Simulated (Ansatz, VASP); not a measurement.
One calculation of Ge, two programs

```
Ge
1.0
     0.00000    2.88535    2.82877
     2.88535    0.00000    2.82877
     2.88535    2.88535    0.00000
Ge
2
Cartesian
  2.8853 2.8853 2.8288
  4.3280 4.3280 4.2432
```

Change from the starting cell: equal xx and yy strain of +2 %.

Alike in both runs: task single point; functional LDA; k mesh 10 × 10 × 10; occupations fermi-dirac, width 0.05 eV; no spin polarisation.

|  | VASP | Ansatz |
| --- | --- | --- |
| version | VASP 6.6.1 | Ansatz 0.2.0 |
| potentials or method | VASP PAW LDA potentials, release 64 (Ge_d), cutoff 520 eV | all-electron LAPW, scalar-relativistic |

VASP gave:

| Property | Result |
| --- | --- |
| pressure (GPa) | -3.5 |
| traceless stress, the component that is largest in VASP (GPa) | 0.88 |

Which values does Ansatz return?

Pressure (GPa): -3.6; traceless stress, the component that is largest in VASP (GPa): 0.88.

LDA's correlation is that of Perdew and Zunger in VASP and of Perdew and Wang (1992) in Ansatz. Ansatz ran all-electron here, and VASP with PAW potentials.
